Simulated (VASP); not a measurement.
A run of VASP 6.6.1:

Contents of INCAR:

```
ALGO     = Normal         # electronic algorithm
EDIFF    = 1E-6           # SCF threshold, eV
ENCUT    = 520            # plane-wave cutoff, eV
GGA      = PE             # functional
ISIF     = 2              # what is computed and relaxed
ISMEAR   = -1             # smearing method
LASPH    = True           # aspherical terms in the spheres
LCHARG   = True           # write CHGCAR
LELF     = True           # ELF
LREAL    = False          # projectors in reciprocal space
LVHAR    = True         
LWAVE    = False          # write WAVECAR
NBANDS   = 13             # bands
NELM     = 100            # most SCF steps
PREC     = Accurate       # precision mode
SIGMA    = 0.06122561905347299 # smearing width, eV
```

The input KPOINTS:

```
k-points
0
Gamma
  15 15 15
```

POSCAR

```
Ge
1.0
    0.0000000000      2.1545521362      2.1545521362
    2.1545521362      0.0000000000      2.1545521362
    2.1545521362      2.1545521362      0.0000000000
Ge
1
Direct
    0.0000000000      0.0000000000      0.0000000000
```

Potentials or basis: VASP PAW PBE potentials, release 64 (Ge_d).

Command:

```bash
$ cat potpaw_PBE.64/Ge_d/POTCAR > POTCAR
$ mpirun -np 1 vasp_std > vasp.out
```

Hardware: 1 thread of AMD EPYC 7R43 64-Core Processor (Zen 3) (shared host).

Question: How long does it take, and how much memory?

Answer: Run time: 40 s on 1 thread of AMD EPYC 7R43 64-Core Processor (Zen 3), with other jobs on the host, peak memory 0.12 GiB. Counts: scf iterations 10, k points 120.
